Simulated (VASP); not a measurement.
# Li5Os3 (R-3m) in VASP: single point with LDA

Aim: the single point of Li5Os3 with LDA.

Program: VASP 6.6.1. These are calculated values, not measurements. Logs are shortened: lines on timing, memory, paths and dates and some standing lists are left out, and cuts for length are marked.

## (1) The cell of the first run

The structure is trigonal, space group R-3m (No. 166). The conventional cell has a = 5.184 Å, b = 5.184 Å, c = 12.699 Å, α = 90.00°, β = 90.00°, γ = 120.00°. Os (site symmetry 2/m) has 4 Os at 2.59 Å and 8 Li at 2.59 Å within 3.4 Å. Within 3.4 Å of Li (site symmetry -3m) lie 6 Os at 2.59 Å and 6 Li at 2.59 Å. Li (site symmetry 2/m) has 4 Os at 2.59 Å and 8 Li at 2.59 Å within 3.4 Å. Within 3.4 Å of Li (site symmetry -3m) lie 6 Os at 2.59 Å and 6 Li at 2.59 Å.

## (2) Single point, LDA

Contents of INCAR:

```
SYSTEM = Li5Os3
ALGO     = Normal         ! electronic algorithm
EDIFF    = 1E-6           ! SCF threshold, eV
ENCUT    = 750            ! plane-wave cutoff, eV
GGA_COMPAT= .False.      
ISIF     = 2              ! what is computed and relaxed
ISMEAR   = -1             ! smearing method
LASPH    = .True.         ! aspherical terms in the spheres
LCHARG   = .False.        ! write CHGCAR
LREAL    = .False.        ! projectors in reciprocal space
LWAVE    = .False.        ! write WAVECAR
NBANDS   = 30             ! bands
NELM     = 120            ! most SCF steps
PREC     = Accurate       ! precision mode
SIGMA    = 0.05           ! smearing width, eV
```

Contents of KPOINTS:

```
k-points
0
Gamma
  5 5 5
  0 0 0
```

Contents of POSCAR:

```
Li5Os3
1.0
    0.0000000000      3.6658192731      3.6658192731
    3.6658192731      0.0000000000      3.6658192731
    3.6658192731      3.6658192731      0.0000000000
Os Li
3 5
Direct
    0.0000000000      0.0000000000      0.0000000000
    0.0000000000      0.5000000000      0.0000000000
    0.5000000000      0.0000000000      0.0000000000
    0.0000000000      0.0000000000      0.5000000000
    0.0000000000      0.5000000000      0.5000000000
    0.5000000000      0.0000000000      0.5000000000
    0.5000000000      0.5000000000      0.0000000000
    0.5000000000      0.5000000000      0.5000000000
```

Potentials or basis: VASP PAW LDA potentials, release 64 (Os, Li_sv).

Launch:

```console
$ cat potpaw_LDA.64/Os/POTCAR potpaw_LDA.64/Li_sv/POTCAR > POTCAR
$ mpirun -np 1 vasp_std > vasp.out
```

OUTCAR:

```text
SYSTEM = Li5Os3
   EDIFF = 1E-6
   ENCUT = 750
   ISIF = 2
   ISMEAR = -1
   LASPH = .True.
   LREAL = .False.
   NELM = 120
   PREC = Accurate

 ion  position               nearest neighbor table
   1  0.000  0.000  0.000-   2 2.59   3 2.59   4 2.59   4 2.59   5 2.59   6 2.59   2 2.59   5 2.59
                             7 2.59   3 2.59   6 2.59   7 2.59
   2  0.000  0.500  0.000-   1 2.59   5 2.59   7 2.59   4 2.59   5 2.59   8 2.59   1 2.59   3 2.59
                             4 2.59   3 2.59   7 2.59   8 2.59
   3  0.500  0.000  0.000-   1 2.59   6 2.59   7 2.59   4 2.59   6 2.59   8 2.59   2 2.59   7 2.59
                             8 2.59   1 2.59   2 2.59   4 2.59
   4  0.000  0.000  0.500-   1 2.59   5 2.59   6 2.59   1 2.59   2 2.59   3 2.59   2 2.59   5 2.59
                             8 2.59   3 2.59   6 2.59   8 2.59
   5  0.000  0.500  0.500-   2 2.59   4 2.59   8 2.59   1 2.59   2 2.59   7 2.59   1 2.59   4 2.59
                             6 2.59   6 2.59   7 2.59   8 2.59
   6  0.500  0.000  0.500-   3 2.59   4 2.59   8 2.59   1 2.59   3 2.59   7 2.59   5 2.59   7 2.59
                             8 2.59   1 2.59   4 2.59   5 2.59
   7  0.500  0.500  0.000-   2 2.59   3 2.59   8 2.59   5 2.59   6 2.59   8 2.59   1 2.59   3 2.59
                             6 2.59   1 2.59   2 2.59   5 2.59
   8  0.500  0.500  0.500-   5 2.59   6 2.59   7 2.59   2 2.59   3 2.59   7 2.59   3 2.59   4 2.59
                             6 2.59   2 2.59   4 2.59   5 2.59

  LATTYP: Found a face centered cubic cell.
 ALAT       =     7.3316385462

  Lattice vectors:

 A1 = (   0.0000000000,   3.6658192731,   3.6658192731)
 A2 = (   3.6658192731,   0.0000000000,   3.6658192731)
 A3 = (   3.6658192731,   3.6658192731,   0.0000000000)

Analysis of symmetry for initial positions (statically):
=====================================================================
 Subroutine PRICEL returns:
 Original cell was already a primitive cell.

 Routine SETGRP: Setting up the symmetry group for a
 face centered cubic supercell.

 Subroutine GETGRP returns: Found 12 space group operations
 (whereof  4 operations were pure point group operations)
 out of a pool of 48 trial point group operations.

The static configuration has the point symmetry C_2h.
 The point group associated with its full space group is D_3d.

Analysis of symmetry for dynamics (positions and initial velocities):
=====================================================================
 Subroutine PRICEL returns:
 Original cell was already a primitive cell.

 Routine SETGRP: Setting up the symmetry group for a
 face centered cubic supercell.

 Subroutine GETGRP returns: Found 12 space group operations
 (whereof  4 operations were pure point group operations)
 out of a pool of 48 trial point group operations.

The dynamic configuration has the point symmetry C_2h.
 The point group associated with its full space group is D_3d.

 Subroutine INISYM returns: Found 12 space group operations
 (whereof  4 operations are pure point group operations),
 and found     1 'primitive' translations

----------------------------------------------------------------------------------------

                                     Primitive cell

  volume of cell :      98.5243

  direct lattice vectors                    reciprocal lattice vectors
     0.000000000  3.665819273  3.665819273    -0.136395158  0.136395158  0.136395158
     3.665819273  0.000000000  3.665819273     0.136395158 -0.136395158  0.136395158
     3.665819273  3.665819273  0.000000000     0.136395158  0.136395158 -0.136395158

  length of vectors
     5.184251333  5.184251333  5.184251333     0.236243344  0.236243344  0.236243344

  position of ions in fractional coordinates (direct lattice)
     0.000000000  0.000000000  0.000000000
     0.000000000  0.500000000  0.000000000
     0.500000000  0.000000000  0.000000000
     0.000000000  0.000000000  0.500000000
     0.000000000  0.500000000  0.500000000
     0.500000000  0.000000000  0.500000000
     0.500000000  0.500000000  0.000000000
     0.500000000  0.500000000  0.500000000

  ion indices of the primitive-cell ions
   primitive index   ion index
                 1           1
                 2           2
                 3           3
                 4           4
                 5           5
                 6           6
                 7           7
                 8           8

----------------------------------------------------------------------------------------

 KPOINTS: k-points

Automatic generation of k-mesh.
 Grid dimensions read from file:
 generate k-points for:    5    5    5

 Generating k-lattice:

  Cartesian coordinates                     Fractional coordinates (reciprocal lattice)
    -0.027279032  0.027279032  0.027279032     0.200000000  0.000000000  0.000000000
     0.027279032 -0.027279032  0.027279032     0.000000000  0.200000000  0.000000000
     0.027279032  0.027279032 -0.027279032     0.000000000  0.000000000  0.200000000

  Length of vectors
     0.047248669  0.047248669  0.047248669

  Shift w.r.t. Gamma in fractional coordinates (k-lattice)
     0.000000000  0.000000000  0.000000000

 Subroutine IBZKPT returns following result:
 ===========================================

 Found     19 irreducible k-points:

 Following reciprocal coordinates:
            Coordinates               Weight
  0.000000  0.000000  0.000000      1.000000
  0.200000  0.000000  0.000000      6.000000
  0.000000  0.000000  0.200000      2.000000
  0.400000  0.000000  0.000000      6.000000
  0.000000  0.000000  0.400000      2.000000
  0.200000  0.200000  0.000000      6.000000
[... 11 lines left out ...]
 -0.400000  0.400000  0.200000     12.000000
  0.400000  0.200000 -0.400000     12.000000
   k-points           NKPTS =     19   k-points in BZ     NKDIM =     19   number of bands    NBANDS=     30
   number of dos      NEDOS =    301   number of ions     NIONS =      8
   total plane-waves  NPLWV = 110592
   dimension x,y,z NGX =    48 NGY =   48 NGZ =   48
   dimension x,y,z NGXF=    96 NGYF=   96 NGZF=   96
   ions per type =               3   5
   NGX,Y,Z   is equivalent  to a cutoff of  15.39, 15.39, 15.39 a.u.
   NGXF,Y,Z  is equivalent  to a cutoff of  30.78, 30.78, 30.78 a.u.
 SYSTEM =  Li5Os3
   PREC   = accura    normal or accurate (medium, high low for compatibility)
   ISTART =      0    job   : 0-new  1-cont  2-samecut
   ICHARG =      2    charge: 1-file 2-atom 10-const
   ISPIN  =      1    spin polarized calculation?
   LNONCOLLINEAR =      F non collinear calculations
   LSORBIT =      F    spin-orbit coupling
   LASPH  =      T    aspherical Exc in radial PAW
   ENCUT  =  750.0 eV  55.12 Ry    7.42 a.u.  11.58 11.58 11.58*2*pi/ulx,y,z
   NELM   =    120;   NELMIN=  2; NELMDL= -5     # of ELM steps
   EDIFF  = 0.1E-05   stopping-criterion for ELM
   LREAL  =      F    real-space projection
[... 7 lines left out ...]
   TEBEG  =    0.0;   TEEND  =   0.0 temperature during run
   PSTRESS=    0.0 pullay stress
   NELECT =      39.0000    total number of electrons
   NUPDOWN=      -1.0000    fix difference up-down
   EMIN   =  10.00;   EMAX   =-10.00  energy-range for DOS
   EFERMI =   0.00;   METHOD = LEGACY
   ISMEAR =    -1;   SIGMA  =   0.05  broadening in eV -4-tet -1-fermi 0-gaus
   EFERMI_NEDOS =   21; number of points for ismear=-14 and -15
   IALGO  =     38    algorithm
   IMIX   =      4    mixing-type and parameters
     AMIX     =   0.40;   BMIX     =  1.00
     AMIX_MAG =   1.60;   BMIX_MAG =  1.00
  volume/ion in A,a.u.               =      12.32        83.11
  Fermi-wavevector in a.u.,A,eV,Ry     =   1.202030  2.271507 19.658734  1.444876
  Thomas-Fermi vector in A             =   2.337823
   LORBIT       =      0    0 simple, 1 ext, 2 COOP (PROOUT), +10 PAW based schemes
   GGA     = CA    functional components
   LHFCALC =     F    Hartree Fock is set to
   AEXX    =    0.0000 exact exchange contribution
   IVDW    =     0    specifies the selected vdW correction
   LEPSILON=     F    determine dielectric tensor
   LRPA    =     F    only Hartree local field effects (RPA)
 non-spin polarized calculation
  energy-cutoff  :      750.00
  volume of cell :       98.52
 maximum number of plane-waves:      4645
 NGX is ok and might be reduce to    48
   NGX = 23   NGY = 23   NGZ = 23

 number of electron      39.0000006 magnetization

 Free energy of the ion-electron system (eV)
  ---------------------------------------------------
  ext. energy  EPLUGINS =         0.00000000
  ---------------------------------------------------
  free energy    TOTEN  =       -46.71219093 eV

  energy without entropy =      -46.68717239  energy(sigma->0) =      -46.69968166

 E-fermi :   5.0603     XC(G=0): -11.1557

 val. band max:        5.0447808174   @ k =   0.2000   0.2000   0.0000
 cond. band min:       5.0910972451   @ k =   0.0000   0.0000   0.0000
 fundamental gap:      0.0463164277
 Fermi energy:         5.0603341616

 k-point     1 :       0.0000    0.0000    0.0000
  band No.  band energies     occupation
      1     -39.5327      2.00000
      2     -39.4663      2.00000
      3     -39.4663      2.00000
      4     -38.8870      2.00000
      5     -38.7088      2.00000
      6      -2.8179      2.00000
[... 22 lines left out ...]
     29      11.4016      0.00000
     30      13.4710      0.00000

 k-point     2 :       0.2000    0.0000    0.0000
  band No.  band energies     occupation
      1     -39.5266      2.00000
      2     -39.4715      2.00000
      3     -39.4661      2.00000
      4     -38.8872      2.00000
      5     -38.7086      2.00000
      6      -2.3897      2.00000
[... 22 lines left out ...]
     29      11.5828      0.00000
     30      13.2708      0.00000

 k-point     3 :       0.0000    0.0000    0.2000
  band No.  band energies     occupation
      1     -39.5314      2.00000
      2     -39.4659      2.00000
      3     -39.4659      2.00000
      4     -38.8863      2.00000
      5     -38.7094      2.00000
      6      -2.7832      2.00000
[... 22 lines left out ...]
     29      12.1483      0.00000
     30      13.3920      0.00000

 k-point     4 :       0.4000    0.0000    0.0000
  band No.  band energies     occupation
      1     -39.5125      2.00000
      2     -39.4842      2.00000
      3     -39.4658      2.00000
      4     -38.8877      2.00000
      5     -38.7081      2.00000
      6      -1.4798      2.00000
[... 22 lines left out ...]
     29      11.0324      0.00000
     30      12.9047      0.00000

 k-point     5 :       0.0000    0.0000    0.4000
  band No.  band energies     occupation
      1     -39.5293      2.00000
      2     -39.4654      2.00000
      3     -39.4654      2.00000
      4     -38.8853      2.00000
      5     -38.7104      2.00000
      6      -2.7297      2.00000
[... 22 lines left out ...]
     29      11.7141      0.00000
     30      12.9417      0.00000
[... 361 lines left out ...]
     29      12.1339      0.00000
     30      13.4832      0.00000

 k-point    17 :       0.0000   -0.4000    0.4000
  band No.  band energies     occupation
      1     -39.5107      2.00000
      2     -39.4837      2.00000
      3     -39.4658      2.00000
      4     -38.8869      2.00000
      5     -38.7089      2.00000
      6      -1.3976      2.00000
[... 22 lines left out ...]
     29      11.7101      0.00000
     30      11.8134      0.00000

 k-point    18 :      -0.4000    0.4000    0.2000
  band No.  band energies     occupation
      1     -39.5037      2.00000
      2     -39.4911      2.00000
      3     -39.4663      2.00000
      4     -38.8875      2.00000
      5     -38.7083      2.00000
      6      -0.8100      2.00000
[... 22 lines left out ...]
     29      12.3367      0.00000
     30      13.2626      0.00000

 k-point    19 :       0.4000    0.2000   -0.4000
  band No.  band energies     occupation
      1     -39.5141      2.00000
      2     -39.4803      2.00000
      3     -39.4659      2.00000
      4     -38.8867      2.00000
      5     -38.7090      2.00000
      6      -1.5174      2.00000
[... 22 lines left out ...]
     29      11.8170      0.00000
     30      12.5001      0.00000

------------------------ aborting loop because EDIFF is reached ----------------------------------------

  FORCE on cell =-STRESS in cart. coord.  units (eV):
  Direction    XX          YY          ZZ          XY          YZ          ZX
  --------------------------------------------------------------------------------------
  -------------------------------------------------------------------------------------
  Total       -0.0427058     -0.0427058     -0.0427058      3.2664160     -3.2664160     -3.2664160
  in kB       -0.6944716     -0.6944716     -0.6944716     53.1176602    -53.1176602    -53.1176602
  external PRESSURE =      -0.6944716 kB  Pullay stress =       0.0000000 kB

 VOLUME and BASIS-vectors are now :
 -----------------------------------------------------------------------------
  energy-cutoff  :      750.00
  volume of cell :       98.52
      direct lattice vectors                 reciprocal lattice vectors
     0.000000000  3.665819273  3.665819273    -0.136395158  0.136395158  0.136395158
     3.665819273  0.000000000  3.665819273     0.136395158 -0.136395158  0.136395158
     3.665819273  3.665819273  0.000000000     0.136395158  0.136395158 -0.136395158

 POSITION                                       TOTAL-FORCE (eV/Angst)
 -----------------------------------------------------------------------------------
      0.00000      0.00000      0.00000        -0.000000     -0.000000     -0.000000
      1.83291      0.00000      1.83291        -0.000000     -0.000000     -0.000000
      0.00000      1.83291      1.83291        -0.000000      0.000000      0.000000
      1.83291      1.83291      0.00000        -0.000000     -0.000000     -0.000000
      3.66582      1.83291      1.83291        -0.000000     -0.000000     -0.000000
      1.83291      3.66582      1.83291        -0.000000      0.000000     -0.000000
      1.83291      1.83291      3.66582        -0.000000     -0.000000     -0.000000
      3.66582      3.66582      3.66582         0.000000     -0.000000     -0.000000
 -----------------------------------------------------------------------------------
    total drift:                                0.000000      0.000000     -0.000000

  FREE ENERGIE OF THE ION-ELECTRON SYSTEM (eV)
  ---------------------------------------------------
  free  energy   TOTEN  =       -46.7121909258 eV

  energy  without entropy=      -46.6871723928  energy(sigma->0) =      -46.69968166
```

Wall time 80 s (1 thread of Intel Xeon 6975P-C (Granite Rapids), shared host); peak memory 0.3 GiB.

What came out:

| Quantity | Value |
| --- | --- |
| Free energy | -46.7122 eV |
| Pressure | -0.1 GPa |
| Band gap on the k mesh | zero (an odd number of electrons rules out a gap without spin polarisation) |

Caveat: spin-orbit coupling is left out, which moves the levels of the heavy elements.

The gap in the log of VASP goes by the Fermi energy; the results here count the filled bands.